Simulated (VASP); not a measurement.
# Mg3CdTe4 (P-3m1) in VASP: further runs

The runs below take Mg3CdTe4 through relaxation of shape and atoms at fixed volume, relaxation of cell and atoms, with PBE.

All numbers are computed with VASP 6.6.1; they aren't measurements. Logs are shortened: lines on timing, memory, paths and dates and some standing lists are left out, and cuts for length are marked.

### Step 1. The cell of the first run

It takes space group P-3m1 (No. 164, trigonal). The conventional cell has a = 4.084 Å, b = 4.084 Å, c = 13.316 Å, α = 90.00°, β = 90.00°, γ = 120.00°. Mg (site symmetry -3m) has 6 Te at 2.87 Å and 2 Mg at 3.29 Å within 3.8 Å. Mg (site symmetry 3m) has 6 Te at 2.86 to 2.88 Å and 1 Mg at 3.29 Å and 1 Cd at 3.37 Å within 3.8 Å. Cd (site symmetry -3m) has 6 Te at 2.93 Å and 2 Mg at 3.37 Å within 3.9 Å. Te (site symmetry 3m) has 6 Mg at 2.87 to 2.88 Å within 3.8 Å. Te (site symmetry 3m) has 3 Mg at 2.86 Å and 3 Cd at 2.93 Å within 3.8 Å.

### Step 2. Relaxation of shape and atoms at fixed volume, PBE (24.04 Å³/atom)

INCAR reads:

```
  PREC = Accurate
  ENCUT = 600
  EDIFF = 1E-7
  ISMEAR = 0
  SIGMA = 0.02
  LREAL = F
  LASPH = T
  NELM = 80
  ALGO = Normal
  ISIF = 4
  LWAVE = F
  LCHARG = F
  GGA = PE
  IBRION = 2
  NSW = 50
  EDIFFG = -0.01
```

KPOINTS reads:

```
regular mesh
0
Gamma
  12 12 4
```

POSCAR reads:

```
Mg3CdTe4
1.0
    4.0839316366      0.0000000276      0.0000000000
   -2.0419658422      3.5367885309      0.0000000000
    0.0000000000      0.0000000000     13.3159734035
Mg Cd Te
3 1 4
Direct
    0.0000000000      0.0000000000      0.0000000000
    0.0000000000      0.0000000000      0.7528743902
    0.0000000000      0.0000000000      0.2471256098
    0.0000000000      0.0000000000      0.5000000000
    0.3333333333      0.6666666667      0.8766917653
    0.3333333333      0.6666666667      0.3689144879
    0.6666666667      0.3333333333      0.1233082347
    0.6666666667      0.3333333333      0.6310855121
```

Potentials or basis: VASP PAW PBE potentials, release 64 (Mg, Cd, Te).

Started as:

```console
cat potpaw_PBE.64/Mg/POTCAR potpaw_PBE.64/Cd/POTCAR potpaw_PBE.64/Te/POTCAR > POTCAR
mpirun -np 1 vasp_std > vasp.out
```

OUTCAR:

```text
PREC = Accurate
   ENCUT = 600
   EDIFF = 1E-7
   ISMEAR = 0
   LREAL = F
   LASPH = T
   NELM = 80
   ISIF = 4
   GGA = PE
   IBRION = 2
   NSW = 50
   EDIFFG = -0.01

 ion  position               nearest neighbor table
   1  0.000  0.000  0.000-   5 2.87   7 2.87   7 2.87   5 2.87   7 2.87   5 2.87   2 3.29   3 3.29

   2  0.000  0.000  0.753-   8 2.86   8 2.86   8 2.86   5 2.88   5 2.88   5 2.88   1 3.29   4 3.37

   3  0.000  0.000  0.247-   6 2.86   6 2.86   6 2.86   7 2.88   7 2.88   7 2.88   1 3.29   4 3.37

   4  0.000  0.000  0.500-   6 2.93   8 2.93   8 2.93   6 2.93   8 2.93   6 2.93   2 3.37   3 3.37

   5  0.333  0.667  0.877-   1 2.87   1 2.87   1 2.87   2 2.88   2 2.88   2 2.88
   6  0.333  0.667  0.369-   3 2.86   3 2.86   3 2.86   4 2.93   4 2.93   4 2.93
   7  0.667  0.333  0.123-   1 2.87   1 2.87   1 2.87   3 2.88   3 2.88   3 2.88
   8  0.667  0.333  0.631-   2 2.86   2 2.86   2 2.86   4 2.93   4 2.93   4 2.93

  LATTYP: Found a hexagonal cell.
 ALAT       =     4.0839316366
 C/A-ratio  =     3.2605769607

  Lattice vectors:

 A1 = (   4.0839316366,   0.0000000276,   0.0000000000)
 A2 = (  -2.0419658422,   3.5367885309,   0.0000000000)
 A3 = (   0.0000000000,   0.0000000000,  13.3159734035)

Analysis of symmetry for initial positions (statically):
=====================================================================
 Subroutine PRICEL returns:
 Original cell was already a primitive cell.

 Routine SETGRP: Setting up the symmetry group for a
 hexagonal supercell.

 Subroutine GETGRP returns: Found 12 space group operations
 (whereof 12 operations were pure point group operations)
 out of a pool of 24 trial point group operations.

The static configuration has the point symmetry D_3d.

Analysis of symmetry for dynamics (positions and initial velocities):
=====================================================================
 Subroutine PRICEL returns:
 Original cell was already a primitive cell.

 Routine SETGRP: Setting up the symmetry group for a
 hexagonal supercell.

 Subroutine GETGRP returns: Found 12 space group operations
 (whereof 12 operations were pure point group operations)
 out of a pool of 24 trial point group operations.

The dynamic configuration has the point symmetry D_3d.

 Subroutine INISYM returns: Found 12 space group operations
 (whereof 12 operations are pure point group operations),
 and found     1 'primitive' translations

----------------------------------------------------------------------------------------

                                     Primitive cell

  volume of cell :     192.3360

  direct lattice vectors                    reciprocal lattice vectors
     4.083931637  0.000000028  0.000000000     0.244862080  0.141371190  0.000000000
    -2.041965842  3.536788531  0.000000000    -0.000000002  0.282742377  0.000000000
     0.000000000  0.000000000 13.315973403     0.000000000  0.000000000  0.075097777

  length of vectors
     4.083931637  4.083931637 13.315973403     0.282742377  0.282742377  0.075097777

  position of ions in fractional coordinates (direct lattice)
     0.000000000  0.000000000  0.000000000
     0.000000000  0.000000000  0.752874390
     0.000000000  0.000000000  0.247125610
     0.000000000  0.000000000  0.500000000
     0.333333333  0.666666667  0.876691765
     0.333333333  0.666666667  0.368914488
     0.666666667  0.333333333  0.123308235
     0.666666667  0.333333333  0.631085512

  ion indices of the primitive-cell ions
   primitive index   ion index
                 1           1
                 2           2
                 3           3
                 4           4
                 5           5
                 6           6
                 7           7
                 8           8

----------------------------------------------------------------------------------------

 KPOINTS: regular mesh

Automatic generation of k-mesh.
 Grid dimensions read from file:
 generate k-points for:   12   12    4

 Generating k-lattice:

[... 44 lines left out ...]
   PSTRESS=    0.0 pullay stress
   NELECT =      42.0000    total number of electrons
   NUPDOWN=      -1.0000    fix difference up-down
   EMIN   =  10.00;   EMAX   =-10.00  energy-range for DOS
   EFERMI =   0.00;   METHOD = LEGACY
   ISMEAR =     0;   SIGMA  =   0.02  broadening in eV -4-tet -1-fermi 0-gaus
   EFERMI_NEDOS =   21; number of points for ismear=-14 and -15
   IALGO  =     38    algorithm
   IMIX   =      4    mixing-type and parameters
     AMIX     =   0.40;   BMIX     =  1.00
     AMIX_MAG =   1.60;   BMIX_MAG =  1.00
  volume/ion in A,a.u.               =      24.04       162.24
  Fermi-wavevector in a.u.,A,eV,Ry     =   0.985835  1.862959 13.223115  0.971872
  Thomas-Fermi vector in A             =   2.117172
   LORBIT       =      0    0 simple, 1 ext, 2 COOP (PROOUT), +10 PAW based schemes
   GGA     = PE    functional components
   LHFCALC =     F    Hartree Fock is set to
   AEXX    =    0.0000 exact exchange contribution
   IVDW    =     0    specifies the selected vdW correction
   LEPSILON=     F    determine dielectric tensor
   LRPA    =     F    only Hartree local field effects (RPA)
 conjugate gradient relaxation of ions
 non-spin polarized calculation
 Gauss-broadening in eV      SIGMA  =   0.02
  energy-cutoff  :      600.00
  volume of cell :      192.34
 maximum number of plane-waves:      6454
 NGX is ok and might be reduce to    36
   NGX = 17   NGY = 17   NGZ = 53

--------------------------------------- Ionic step        1  -------------------------------------------

 number of electron      41.9999997 magnetization

 Free energy of the ion-electron system (eV)
  ---------------------------------------------------
  ext. energy  EPLUGINS =         0.00000000
  ---------------------------------------------------
  free energy    TOTEN  =       -22.70058266 eV

  energy without entropy =      -22.70058266  energy(sigma->0) =      -22.70058266

------------------------ aborting loop because EDIFF is reached ----------------------------------------

  FORCE on cell =-STRESS in cart. coord.  units (eV):
  Direction    XX          YY          ZZ          XY          YZ          ZX
  --------------------------------------------------------------------------------------
  -------------------------------------------------------------------------------------
  Total        9.4083382      9.4083382      9.4897275      0.0000000     -0.0000000     -0.0000000
  in kB       78.3723785     78.3723785     79.0503590      0.0000000     -0.0000000     -0.0000000
  external PRESSURE =      78.5983720 kB  Pullay stress =       0.0000000 kB
[... 195 lines left out ...]
  energy  without entropy=      -22.7011625228  energy(sigma->0) =      -22.70116252

--------------------------------------- Ionic step        6  -------------------------------------------

 number of electron      41.9999998 magnetization

 Free energy of the ion-electron system (eV)
  ---------------------------------------------------
  ext. energy  EPLUGINS =         0.00000000
  ---------------------------------------------------
  free energy    TOTEN  =       -22.70121064 eV

  energy without entropy =      -22.70121064  energy(sigma->0) =      -22.70121064

 E-fermi :   5.6625     XC(G=0):  -9.6967

 val. band max:        5.5479846630   @ k =   0.0000   0.0833   0.2500
 cond. band min:       5.8362250380   @ k =   0.3333   0.3333   0.0000
 fundamental gap:      0.2882403750
 Fermi energy:         5.6625075852

 k-point     1 :       0.0000    0.0000    0.0000
  band No.  band energies     occupation
      1      -6.6180      2.00000
      2      -6.0533      2.00000
      3      -6.0238      2.00000
      4      -5.1978      2.00000
      5      -3.1120      2.00000
      6      -3.1120      2.00000
[... 685 lines left out ...]
     25       9.4009      0.00000
     26      10.0476      0.00000

 [... further k-points ...]

------------------------ aborting loop because EDIFF is reached ----------------------------------------

  FORCE on cell =-STRESS in cart. coord.  units (eV):
  Direction    XX          YY          ZZ          XY          YZ          ZX
  --------------------------------------------------------------------------------------
  -------------------------------------------------------------------------------------
  Total        9.4079800      9.4079800      9.4215309      0.0000000      0.0000000     -0.0000000
  in kB       78.3693939     78.3693939     78.4822747      0.0000000      0.0000000     -0.0000000
  external PRESSURE =      78.4070208 kB  Pullay stress =       0.0000000 kB
[... 23 lines left out ...]
  FREE ENERGIE OF THE ION-ELECTRON SYSTEM (eV)
  ---------------------------------------------------
  free  energy   TOTEN  =       -22.7012106353 eV

  energy  without entropy=      -22.7012106353  energy(sigma->0) =      -22.70121064

 reached required accuracy - stopping structural energy minimisation
```

Run time: 40 min. Hardware: 1 thread of Oxide Virtual Turin-like, shared host; peak memory 0.68 GiB.

Results:

```
Free energy                  : -22.7012 eV
Energy gained by relaxing    : 0.1 meV/atom
Ionic steps                  : 6
Pressure after relaxing      : 7.8 GPa
Largest force after relaxing : 0.007 eV/Å
Band gap on the k mesh       : 0.29 eV (least direct gap 0.95 eV)
```

Forces on the atoms (eV/Å):
```
Mg   0.000  0.000  0.000
Mg   0.000  0.000 -0.003
Mg   0.000  0.000  0.003
Cd   0.000  0.000  0.000
Te   0.000  0.000  0.007
Te   0.000  0.000  0.000
Te   0.000  0.000 -0.007
Te   0.000  0.000  0.000
```

The path:
```
step  energy change (eV)  largest force (eV/Å)  pressure (GPa)  volume (Å³)
   1              0.0000                0.0585            7.86       192.34
   2             -0.0003                0.0366            7.85       192.34
   3             -0.0005                0.0216            7.84       192.34
   4             -0.0005                0.0203            7.84       192.34
   5             -0.0006                0.0124            7.84       192.34
   6             -0.0006                0.0066            7.84       192.34
```

Final structure:
```
Mg Cd Te
1.0
     4.08264    0.00000    0.00000
    -2.04132    3.53567    0.00000
     0.00000    0.00000   13.32440
Mg Cd Te
3 1 4
Direct
  0.00000 0.00000 0.00000
  0.00000 0.00000 0.75332
  0.00000 0.00000 0.24668
  0.00000 0.00000 0.50000
  0.33333 0.66667 0.87684
  0.33333 0.66667 0.36823
  0.66667 0.33333 0.12316
  0.66667 0.33333 0.63177
```

Levels at points of the mesh, in eV from the valence-band top:
```
           k point  band 18  band 19  band 20  band 21  band 22  band 23  band 24  band 25
(0.00, 0.00, 0.00)    -0.25    -0.09    -0.04    -0.04     2.06     2.99     3.12     3.18
(0.50, 0.00, 0.00)    -1.59    -1.51    -1.43    -0.46     1.39     2.14     2.23     2.60
(0.00, 0.00, 0.50)    -0.34    -0.34    -0.02    -0.02     2.70     2.91     3.06     3.08
(0.50, 0.00, 0.50)    -1.63    -1.41    -1.03    -0.69     1.09     1.68     2.29     2.59
```

Caveat: spin-orbit coupling is left out, which moves the levels of the heavy elements.

### Step 3. Relaxation of cell and atoms, PBE

This run uses another cell than the first one, of 27.32 Å³/atom.

INCAR reads:

```
PREC = Accurate
ENCUT = 600
EDIFF = 1E-6
ISMEAR = 0
SIGMA = 0.02
LREAL = False
LASPH = True
NELM = 80
ALGO = Normal
ISIF = 3
LWAVE = False
LCHARG = False
GGA = PE
IBRION = 2
NSW = 100
EDIFFG = -0.01
```

KPOINTS is that of step 2.

POSCAR reads:

```
Mg3CdTe4
1.0
    4.2680687000      0.0000000000      0.0000000000
   -2.1340344000      3.6962560000      0.0000000000
    0.0000000000      0.0000000000     13.8542928000
Mg Cd Te
3 1 4
Direct
    0.0000000000      0.0000000000      0.0000000000
    0.0000000000      0.0000000000      0.7522140000
    0.0000000000      0.0000000000      0.2477860000
    0.0000000000      0.0000000000      0.5000000000
    0.3333333000      0.6666667000      0.8764130000
    0.3333333000      0.6666667000      0.3697910000
    0.6666667000      0.3333333000      0.1235870000
    0.6666667000      0.3333333000      0.6302090000
```

Potentials or basis: VASP PAW PBE potentials, release 64 (Mg, Cd, Te).

Started as:

```console
cat potpaw_PBE.64/Mg/POTCAR potpaw_PBE.64/Cd/POTCAR potpaw_PBE.64/Te/POTCAR > POTCAR
mpirun -np 1 vasp_std > vasp.out
```

Run time: 14 min. Hardware: 1 thread of Oxide Virtual Turin-like, shared host; peak memory 0.73 GiB.

Results (log left out):

```
Free energy                           : -23.2739 eV
Relaxed volume                        : 27.29 Å³/atom
Relaxed cell                          : a = 4.267 Å, b = 4.267 Å, c = 13.842 Å, α = 90.00°, β = 90.00°, γ = 120.00°
Space group after relaxing (to 0.1 Å) : P-3m1 (No. 164)
Energy gained by relaxing             : 0.0 meV/atom
Ionic steps                           : 3
Pressure after relaxing               : 0.0 GPa
Largest force after relaxing          : 0.006 eV/Å
Band gap on the k mesh                : 0.36 eV (least direct gap 0.85 eV)
```

Forces on the atoms (eV/Å):
```
Mg   0.000  0.000  0.000
Mg   0.000  0.000  0.006
Mg   0.000  0.000 -0.006
Cd   0.000  0.000  0.000
Te   0.000  0.000  0.003
Te   0.000  0.000 -0.005
Te   0.000  0.000 -0.003
Te   0.000  0.000  0.005
```

Final structure:
```cif
data_structure
_symmetry_space_group_name_H-M 'P 1'
_symmetry_Int_Tables_number 1
_cell_length_a 4.2673
_cell_length_b 4.2673
_cell_length_c 13.8421
_cell_angle_alpha 90.000
_cell_angle_beta 90.000
_cell_angle_gamma 120.000
_cell_volume 218.29
loop_
_atom_site_label
_atom_site_type_symbol
_atom_site_fract_x
_atom_site_fract_y
_atom_site_fract_z
_atom_site_occupancy
Mg1 Mg 0.00000 0.00000 0.00000 1
Mg2 Mg 0.00000 0.00000 0.75223 1
Mg3 Mg 0.00000 0.00000 0.24777 1
Cd1 Cd 0.00000 0.00000 0.50000 1
Te1 Te 0.33333 0.66667 0.87642 1
Te2 Te 0.33333 0.66667 0.36954 1
Te3 Te 0.66667 0.33333 0.12358 1
Te4 Te 0.66667 0.33333 0.63046 1
```

Levels at points of the mesh, in eV from the valence-band top:
```tsv
k point	band 19	band 20	band 21	band 22	band 23	band 24
(0.00, 0.00, 0.00)	-0.05	-0.05	-0.01	1.31	2.78	2.80
(0.50, 0.00, 0.00)	-1.22	-1.20	-0.35	1.34	2.08	2.36
(0.00, 0.00, 0.50)	-0.27	-0.03	-0.03	2.06	2.33	2.87
(0.50, 0.00, 0.50)	-1.13	-0.80	-0.55	1.03	1.62	2.50
```

Caveat: spin-orbit coupling is left out, which moves the levels of the heavy elements.

### Step 4. Relaxation of shape and atoms at fixed volume, PBE (25.68 Å³/atom)

This run uses another cell than the first one, of 25.68 Å³/atom.

INCAR reads:

```
SYSTEM = Mg3CdTe4
  ALGO = Normal
  EDIFF = 1E-6
  EDIFFG = -0.01
  ENCUT = 600
  GGA = PE
  IBRION = 2
  ISIF = 4
  ISMEAR = 0
  LASPH = .True.
  LCHARG = .False.
  LREAL = .False.
  LWAVE = .False.
  NELM = 60
  NSW = 50
  PREC = Accurate
  SIGMA = 0.02
```

KPOINTS reads:

```
k-points
0
Gamma
  12 12 4
  0 0 0
```

POSCAR reads:

```
Mg3CdTe4
1.0
    4.1789886859      0.0000000283      0.0000000000
   -2.0894943674      3.6191103500      0.0000000000
    0.0000000000      0.0000000000     13.5841552677
Mg Cd Te
3 1 4
Direct
    0.0000000000      0.0000000000      0.0000000000
    0.0000000000      0.0000000000      0.7524086752
    0.0000000000      0.0000000000      0.2475913248
    0.0000000000      0.0000000000      0.5000000000
    0.3333333333      0.6666666667      0.8764962190
    0.3333333333      0.6666666667      0.3695343318
    0.6666666667      0.3333333333      0.1235037810
    0.6666666667      0.3333333333      0.6304656682
```

Started as:

```console
cat potpaw_PBE.64/Mg/POTCAR potpaw_PBE.64/Cd/POTCAR potpaw_PBE.64/Te/POTCAR > POTCAR
mpirun -np 1 vasp_std > vasp.out
```

Run time: 14 min. Hardware: 1 thread of Oxide Virtual Turin-like, shared host; peak memory 0.71 GiB.

Results (log left out):

```
Free energy                  : -23.1469 eV
Energy gained by relaxing    : 0.1 meV/atom
Ionic steps                  : 4
Pressure after relaxing      : 3.3 GPa
Largest force after relaxing : 0.010 eV/Å
Band gap on the k mesh       : 0.34 eV (least direct gap 0.90 eV)
```

Forces on the atoms (eV/Å):
```
Mg   0.000  0.000  0.000
Mg   0.000  0.000  0.010
Mg   0.000  0.000 -0.010
Cd   0.000  0.000  0.000
Te   0.000  0.000  0.008
Te   0.000  0.000  0.001
Te   0.000  0.000 -0.008
Te   0.000  0.000 -0.001
```

The path:
| step | energy change (eV) | largest force (eV/Å) | pressure (GPa) | volume (Å³) |
| --- | --- | --- | --- | --- |
| 1 | 0.0000 | 0.0454 | 3.29 | 205.45 |
| 2 | -0.0002 | 0.0316 | 3.28 | 205.45 |
| 3 | -0.0004 | 0.0155 | 3.27 | 205.45 |
| 4 | -0.0004 | 0.0099 | 3.27 | 205.45 |

Final structure:
```xyz
8
Lattice="4.1777 0.0000 0.0000 -2.0888 3.6180 0.0000 0.0000 0.0000 13.5928" Properties=species:S:1:pos:R:3 pbc="T T T"
Mg    4.1777    0.0000    0.0000
Mg    0.0000    0.0000   10.2303
Mg    4.1777    0.0000    3.3625
Cd    4.1777    0.0000    6.7964
Te    0.0000    2.4120   11.9145
Te    0.0000    2.4120    5.0151
Te    2.0888    1.2060    1.6783
Te    2.0888    1.2060    8.5777
```

Levels at points of the mesh, in eV from the valence-band top:
```
           k point  band 17  band 18  band 19  band 20  band 21  band 22  band 23  band 24  band 25  band 26
(0.00, 0.00, 0.00)    -0.22    -0.22    -0.05    -0.04    -0.04     1.65     2.91     2.97     2.99     4.91
(0.50, 0.00, 0.00)    -1.60    -1.42    -1.35    -1.31    -0.40     1.38     2.12     2.34     2.49     3.24
(0.00, 0.00, 0.50)    -0.37    -0.30    -0.30    -0.02    -0.02     2.35     2.61     2.96     2.99     4.97
(0.50, 0.00, 0.50)    -1.85    -1.44    -1.26    -0.90    -0.61     1.06     1.66     2.43     2.62     4.10
```

Caveat: spin-orbit coupling is left out, which moves the levels of the heavy elements. A k mesh can miss the band edges.

### Step 5. Overview

| task | cell | gap on the mesh (eV) | pressure (GPa) | largest force (eV/Å) |
| --- | --- | --- | --- | --- |
| relaxation of shape and atoms at fixed volume | relaxed from a = 4.084, b = 4.084, c = 13.316 Å, angles 90.0, 90.0, 120.0°, 8 atoms | 0.29 | 7.8 | 0.01 |
| relaxation of cell and atoms | relaxed from a = 4.268, b = 4.268, c = 13.854 Å, angles 90.0, 90.0, 120.0°, 8 atoms | 0.36 | 0.0 | 0.01 |
| relaxation of shape and atoms at fixed volume | relaxed from a = 4.179, b = 4.179, c = 13.584 Å, angles 90.0, 90.0, 120.0°, 8 atoms | 0.34 | 3.3 | 0.01 |

Alike in all rows: level PBE; potentials or basis VASP PAW PBE potentials, release 64 (Mg, Cd, Te); no spin polarisation; k mesh 12 × 12 × 4; cutoff (eV) 600; smearing gaussian 0.02 eV.

Caveats: spin-orbit coupling is left out, which moves the levels of the heavy elements.

Absolute energies hang on the potentials; compare differences alone.
